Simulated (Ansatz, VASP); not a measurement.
One calculation of TaN, two programs

```xyz
2
Lattice="0.0000 2.2338 2.1567 2.2338 0.0000 2.1567 2.2338 2.2338 0.0000" Properties=species:S:1:pos:R:3 pbc="T T T"
Ta    2.2480    2.2338    2.1567
N    -0.1828    0.0000    0.0000
```

Change from the starting cell: mode 4 frozen in at -0.181 Å, strain +e along z and -e/2 along x and y -0.0233.

Alike in both runs: task single point; functional PBE; k mesh 18 × 18 × 18; occupations gaussian, width 0.15 eV; no spin polarisation.

|  | VASP | Ansatz |
| --- | --- | --- |
| version | VASP 6.6.1 | Ansatz 0.2.0 |
| potentials or method | VASP PAW PBE potentials, release 64 (Ta_pv, N), cutoff 520 eV | scalar-relativistic, plane waves, PAW |
| valence electrons in the cell | 16 | 18 |

```tsv
	VASP	Ansatz	Ansatz less VASP
gap on the k mesh at the Fermi level (eV)	none	none	-
pressure (GPa)	7.8	6.7	-1.05
traceless stress, the component that is largest in VASP (GPa)	-12.80	-12.62	+0.179
rms of the force components (eV/Å)	0.882	0.874	-0.0080
```

Atom by atom the forces differ by 0.008 eV/Å (rms over components). A gap of «none» marks a metal or a gap that the smearing closes. VASP's potentials hold 16 valence electrons a cell and Ansatz's 18, so a difference there can come from the potentials and not from the codes.

Spin-orbit coupling is off throughout.
